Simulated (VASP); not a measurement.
# Cs2B (P6_3/mmc) in VASP: single point with PBE

Aim: the single point of Cs2B with PBE.

Everything below comes from runs of VASP 6.6.1. Logs are shortened: lines on timing, memory, paths and dates and some standing lists are left out, and cuts for length are marked.

## Step 1: The cell of the first run

It takes space group P6_3/mmc (No. 194, hexagonal). Conventional cell: a = 4.695 Å, b = 4.695 Å, c = 18.253 Å, α = 90.00°, β = 90.00°, γ = 120.00°. Within 4.5 Å of Cs (site symmetry 3m) lie 3 B at 3.41 Å and 1 Cs at 4.14 Å. B (site symmetry -6m2) has 6 Cs at 3.41 Å within 4.5 Å.

## Step 2: Single point, PBE

Input file INCAR:

```
SYSTEM = Cs2B
PREC = Accurate
ENCUT = 520
EDIFF = 1E-7
ISMEAR = 0
SIGMA = 0.1
LREAL = .False.
LASPH = .True.
NELM = 100
ALGO = Fast
ISIF = 2
LWAVE = .False.
LCHARG = .True.
GGA = PE
LELF = .True.
LVHAR = .True.
NBANDS = 30
```

Input file KPOINTS:

```
regular mesh
0
Gamma
  12 12 2
  0 0 0
```

Input file POSCAR:

```
Cs2B
1.0
    4.6951359760      0.0000000000      0.0000000000
   -2.3475679880      4.0661070294      0.0000000000
    0.0000000000      0.0000000000     18.2529046025
Cs B
4 2
Direct
    0.3333333333      0.6666666667      0.6366313981
    0.6666666667      0.3333333333      0.1366313981
    0.3333333333      0.6666666667      0.8633686019
    0.6666666667      0.3333333333      0.3633686019
    0.3333333333      0.6666666667      0.2500000000
    0.6666666667      0.3333333333      0.7500000000
```

Potentials or basis: VASP PAW PBE potentials, release 64 (Cs_sv, B).

The run is started by

```console
$ cat potpaw_PBE.64/Cs_sv/POTCAR potpaw_PBE.64/B/POTCAR > POTCAR
$ mpirun -np 1 vasp_std > vasp.out
```

OUTCAR:

```text
SYSTEM = Cs2B
   PREC = Accurate
   ENCUT = 520
   EDIFF = 1E-7
   ISMEAR = 0
   LREAL = .False.
   LASPH = .True.
   NELM = 100
   ISIF = 2
   GGA = PE

 ion  position               nearest neighbor table
   1  0.333  0.667  0.637-
   2  0.667  0.333  0.137-
   3  0.333  0.667  0.863-
   4  0.667  0.333  0.363-
   5  0.333  0.667  0.250-
   6  0.667  0.333  0.750-

  LATTYP: Found a hexagonal cell.
 ALAT       =     4.6951359760
 C/A-ratio  =     3.8876200169

  Lattice vectors:

 A1 = (   4.6951359760,   0.0000000000,   0.0000000000)
 A2 = (  -2.3475679880,   4.0661070294,   0.0000000000)
 A3 = (   0.0000000000,   0.0000000000,  18.2529046025)

Analysis of symmetry for initial positions (statically):
=====================================================================
 Subroutine PRICEL returns:
 Original cell was already a primitive cell.

 Routine SETGRP: Setting up the symmetry group for a
 hexagonal supercell.

 Subroutine GETGRP returns: Found 24 space group operations
 (whereof 12 operations were pure point group operations)
 out of a pool of 24 trial point group operations.

The static configuration has the point symmetry D_3d.
 The point group associated with its full space group is D_6h.

Analysis of symmetry for dynamics (positions and initial velocities):
=====================================================================
 Subroutine PRICEL returns:
 Original cell was already a primitive cell.

 Routine SETGRP: Setting up the symmetry group for a
 hexagonal supercell.

 Subroutine GETGRP returns: Found 24 space group operations
 (whereof 12 operations were pure point group operations)
 out of a pool of 24 trial point group operations.

The dynamic configuration has the point symmetry D_3d.
 The point group associated with its full space group is D_6h.

 Subroutine INISYM returns: Found 24 space group operations
 (whereof 12 operations are pure point group operations),
 and found     1 'primitive' translations

----------------------------------------------------------------------------------------

                                     Primitive cell

  volume of cell :     348.4648

  direct lattice vectors                    reciprocal lattice vectors
     4.695135976  0.000000000  0.000000000     0.212986377  0.122967742  0.000000000
    -2.347567988  4.066107029  0.000000000     0.000000000  0.245935484  0.000000000
     0.000000000  0.000000000 18.252904602     0.000000000  0.000000000  0.054785801

  length of vectors
     4.695135976  4.695135976 18.252904602     0.245935484  0.245935484  0.054785801

  position of ions in fractional coordinates (direct lattice)
     0.333333333  0.666666667  0.636631398
     0.666666667  0.333333333  0.136631398
     0.333333333  0.666666667  0.863368602
     0.666666667  0.333333333  0.363368602
     0.333333333  0.666666667  0.250000000
     0.666666667  0.333333333  0.750000000

  ion indices of the primitive-cell ions
   primitive index   ion index
                 1           1
                 2           2
                 3           3
                 4           4
                 5           5
                 6           6

----------------------------------------------------------------------------------------

 KPOINTS: regular mesh

Automatic generation of k-mesh.
 Grid dimensions read from file:
 generate k-points for:   12   12    2

 Generating k-lattice:

  Cartesian coordinates                     Fractional coordinates (reciprocal lattice)
     0.017748865  0.010247312  0.000000000     0.083333333  0.000000000  0.000000000
     0.000000000  0.020494624  0.000000000     0.000000000  0.083333333  0.000000000
     0.000000000  0.000000000  0.027392901     0.000000000  0.000000000  0.500000000

  Length of vectors
     0.020494624  0.020494624  0.027392901

  Shift w.r.t. Gamma in fractional coordinates (k-lattice)
     0.000000000  0.000000000  0.000000000

 Subroutine IBZKPT returns following result:
 ===========================================

 Found     38 irreducible k-points:

 Following reciprocal coordinates:
            Coordinates               Weight
  0.000000  0.000000  0.000000      1.000000
  0.083333 -0.000000  0.000000      6.000000
  0.166667  0.000000  0.000000      6.000000
  0.250000  0.000000  0.000000      6.000000
  0.333333  0.000000  0.000000      6.000000
  0.416667 -0.000000  0.000000      6.000000
[... 16 lines left out ...]
  0.250000  0.000000  0.500000      6.000000
  0.333333  0.000000  0.500000      6.000000
 [... further k-points ...]
   k-points           NKPTS =     38   k-points in BZ     NKDIM =     38   number of bands    NBANDS=     30
   number of dos      NEDOS =    301   number of ions     NIONS =      6
   total plane-waves  NPLWV = 181440
   dimension x,y,z NGX =    36 NGY =   36 NGZ =  140
   dimension x,y,z NGXF=    72 NGYF=   72 NGZF=  280
   ions per type =               4   2
   NGX,Y,Z   is equivalent  to a cutoff of  12.75, 12.75, 12.75 a.u.
   NGXF,Y,Z  is equivalent  to a cutoff of  25.49, 25.49, 25.50 a.u.
 SYSTEM =  Cs2B
   PREC   = accura    normal or accurate (medium, high low for compatibility)
   ISTART =      0    job   : 0-new  1-cont  2-samecut
   ICHARG =      2    charge: 1-file 2-atom 10-const
   ISPIN  =      1    spin polarized calculation?
   LNONCOLLINEAR =      F non collinear calculations
   LSORBIT =      F    spin-orbit coupling
   LASPH  =      T    aspherical Exc in radial PAW
   ENCUT  =  520.0 eV  38.22 Ry    6.18 a.u.   8.73  8.73 33.94*2*pi/ulx,y,z
   NELM   =    100;   NELMIN=  2; NELMDL= -5     # of ELM steps
   EDIFF  = 0.1E-06   stopping-criterion for ELM
   LREAL  =      F    real-space projection
   EDIFFG = 0.1E-05   stopping-criterion for IOM
   NSW    =      0    number of steps for IOM
   IBRION =     -1    ionic relax: 0-MD 1-quasi-New 2-CG
   NFREE  =      0    steps in history (QN), initial steepest desc. (CG)
   ISIF   =      2    stress and relaxation
   ISYM   =      2    0-nonsym 1-usesym 2-fastsym
   POTIM  = 0.5000    time-step for ionic-motion
   TEBEG  =    0.0;   TEEND  =   0.0 temperature during run
   PSTRESS=    0.0 pullay stress
   NELECT =      42.0000    total number of electrons
   NUPDOWN=      -1.0000    fix difference up-down
   EMIN   =  10.00;   EMAX   =-10.00  energy-range for DOS
   EFERMI =   0.00;   METHOD = LEGACY
   ISMEAR =     0;   SIGMA  =   0.10  broadening in eV -4-tet -1-fermi 0-gaus
   EFERMI_NEDOS =   21; number of points for ismear=-14 and -15
   IALGO  =     68    algorithm
   IMIX   =      4    mixing-type and parameters
     AMIX     =   0.40;   BMIX     =  1.00
     AMIX_MAG =   1.60;   BMIX_MAG =  1.00
  volume/ion in A,a.u.               =      58.08       391.93
  Fermi-wavevector in a.u.,A,eV,Ry     =   0.808671  1.528166  8.897503  0.653948
  Thomas-Fermi vector in A             =   1.917519
   LORBIT       =      0    0 simple, 1 ext, 2 COOP (PROOUT), +10 PAW based schemes
   GGA     = PE    functional components
   LHFCALC =     F    Hartree Fock is set to
   AEXX    =    0.0000 exact exchange contribution
   IVDW    =     0    specifies the selected vdW correction
   LEPSILON=     F    determine dielectric tensor
   LRPA    =     F    only Hartree local field effects (RPA)
 non-spin polarized calculation
 RMM-DIIS sequential band-by-band and
 Gauss-broadening in eV      SIGMA  =   0.10
  energy-cutoff  :      520.00
  volume of cell :      348.46
 maximum number of plane-waves:      9416
 NGX is ok and might be reduce to    36
   NGX = 17   NGY = 17   NGZ = 67

 number of electron      42.0000000 magnetization

 Free energy of the ion-electron system (eV)
  ---------------------------------------------------
  ext. energy  EPLUGINS =         0.00000000
  ---------------------------------------------------
  free energy    TOTEN  =        -8.73131300 eV

  energy without entropy =       -8.67044861  energy(sigma->0) =       -8.70088081

 E-fermi :   0.9313     XC(G=0):  -6.5092

 val. band max:        0.9302672437   @ k =   0.3333   0.0833   0.0000
 cond. band min:       0.9409329873   @ k =   0.0833   0.0833   0.5000
 fundamental gap:      0.0106657436
 Fermi energy:         0.9313204572

 k-point     1 :       0.0000    0.0000    0.0000
  band No.  band energies     occupation
      1     -21.9360      2.00000
      2     -21.9340      2.00000
      3     -21.9031      2.00000
      4     -21.9010      2.00000
      5      -9.1569      2.00000
      6      -9.1005      2.00000
[... 22 lines left out ...]
     29       3.7931      0.00000
     30       4.5075      0.00000

 k-point     2 :       0.0833   -0.0000    0.0000
  band No.  band energies     occupation
      1     -21.9338      2.00000
      2     -21.9318      2.00000
      3     -21.9009      2.00000
      4     -21.8989      2.00000
      5      -9.1470      2.00000
      6      -9.0930      2.00000
[... 22 lines left out ...]
     29       3.6621      0.00000
     30       4.4849      0.00000

 k-point     3 :       0.1667    0.0000    0.0000
  band No.  band energies     occupation
      1     -21.9277      2.00000
      2     -21.9259      2.00000
      3     -21.8951      2.00000
      4     -21.8933      2.00000
      5      -9.1194      2.00000
      6      -9.0731      2.00000
[... 22 lines left out ...]
     29       3.4352      0.00000
     30       3.9979      0.00000

 k-point     4 :       0.2500    0.0000    0.0000
  band No.  band energies     occupation
      1     -21.9193      2.00000
      2     -21.9178      2.00000
      3     -21.8870      2.00000
      4     -21.8855      2.00000
      5      -9.0812      2.00000
      6      -9.0492      2.00000
[... 616 lines left out ...]
     29       3.7250      0.00000
     30       3.7273      0.00000

 k-point    23 :       0.2500    0.0000    0.5000
  band No.  band energies     occupation
      1     -21.9186      2.00000
      2     -21.9186      2.00000
      3     -21.8863      2.00000
      4     -21.8863      2.00000
      5      -9.0656      2.00000
      6      -9.0656      2.00000
[... 22 lines left out ...]
     29       3.5916      0.00000
     30       3.6177      0.00000

 k-point    24 :       0.3333    0.0000    0.5000
  band No.  band energies     occupation
      1     -21.9103      2.00000
      2     -21.9103      2.00000
      3     -21.8784      2.00000
      4     -21.8784      2.00000
      5      -9.0442      2.00000
      6      -9.0442      2.00000
[... 22 lines left out ...]
     29       3.4852      0.00000
     30       3.5440      0.00000

 [... further k-points ...]

------------------------ aborting loop because EDIFF is reached ----------------------------------------

  FORCE on cell =-STRESS in cart. coord.  units (eV):
  Direction    XX          YY          ZZ          XY          YZ          ZX
  --------------------------------------------------------------------------------------
  -------------------------------------------------------------------------------------
  Total        0.0379704      0.0379704      0.1077600     -0.0000000      0.0000000      0.0000000
  in kB        0.1745807      0.1745807      0.4954609     -0.0000000      0.0000000      0.0000000
  external PRESSURE =       0.2815408 kB  Pullay stress =       0.0000000 kB

 VOLUME and BASIS-vectors are now :
 -----------------------------------------------------------------------------
  energy-cutoff  :      520.00
  volume of cell :      348.46
      direct lattice vectors                 reciprocal lattice vectors
     4.695135976  0.000000000  0.000000000     0.212986377  0.122967742  0.000000000
    -2.347567988  4.066107029  0.000000000     0.000000000  0.245935484  0.000000000
     0.000000000  0.000000000 18.252904602     0.000000000  0.000000000  0.054785801

 POSITION                                       TOTAL-FORCE (eV/Angst)
 -----------------------------------------------------------------------------------
     -0.00000      2.71074     11.62037        -0.000000      0.000000     -0.012179
      2.34757      1.35537      2.49392         0.000000     -0.000000     -0.012179
     -0.00000      2.71074     15.75898        -0.000000      0.000000      0.012179
      2.34757      1.35537      6.63253         0.000000     -0.000000      0.012179
     -0.00000      2.71074      4.56323        -0.000000      0.000000      0.000000
      2.34757      1.35537     13.68968         0.000000      0.000000      0.000000
 -----------------------------------------------------------------------------------
    total drift:                               -0.000000      0.000000      0.000000

  FREE ENERGIE OF THE ION-ELECTRON SYSTEM (eV)
  ---------------------------------------------------
  free  energy   TOTEN  =        -8.7313130036 eV

  energy  without entropy=       -8.6704486107  energy(sigma->0) =       -8.70088081
```

Wall time 4.3 min (1 thread of Intel Xeon 6975P-C (Granite Rapids), shared host); peak memory 0.63 GiB.

What came out:

```yaml
Free_energy: -8.7313 eV
Pressure: 0.0 GPa
Largest_force: 0.012 eV/Å
Band_gap_on_the_k_mesh: zero (bands 21 and 22 overlap by 0.34 eV)
```

Forces in eV/Å, atoms in the order of the input:
```
Cs   0.000  0.000 -0.012
Cs   0.000  0.000 -0.012
Cs   0.000  0.000  0.012
Cs   0.000  0.000  0.012
B    0.000  0.000  0.000
B    0.000  0.000  0.000
```

Caveat: spin-orbit coupling is left out, which moves the levels of the heavy elements.
